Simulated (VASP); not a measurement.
A run of VASP 6.6.1 is set up as follows.

The input INCAR:

```
SYSTEM = Tc
ALGO     = Fast           ! electronic algorithm
EDIFF    = 1E-7           ! SCF threshold, eV
ENCUT    = 520            ! plane-wave cutoff, eV
GGA      = PE             ! functional
ISIF     = 2              ! what is computed and relaxed
ISMEAR   = 0              ! smearing method
LASPH    = .TRUE.         ! aspherical terms in the spheres
LCHARG   = .TRUE.         ! write CHGCAR
LELF     = .TRUE.         ! ELF
LREAL    = .FALSE.        ! projectors in reciprocal space
LVHAR    = .TRUE.       
LWAVE    = .FALSE.        ! write WAVECAR
NBANDS   = 12             ! bands
NELM     = 60             ! most SCF steps
PREC     = Accurate       ! precision mode
SIGMA    = 0.05           ! smearing width, eV
```

The input KPOINTS:

```
k-points
0
G
  12 12 12
  0 0 0
```

Contents of POSCAR:

```
Tc
1.0
    2.7577164500      0.0000000000      0.0000000000
    1.3788582250      2.3882525021      0.0000000000
    1.3788582250      0.7960841674      2.2516660526
Tc
1
Direct
    0.0000000000      0.0000000000      0.0000000000
```

Potentials or basis: VASP PAW PBE potentials, release 64 (Tc_pv).

The run is started by

```sh
$ cat potpaw_PBE.64/Tc_pv/POTCAR > POTCAR
$ mpirun -np 1 vasp_std > vasp.out
```

(1) Estimate the pressure.

Answers

(1) -6.9 GPa.
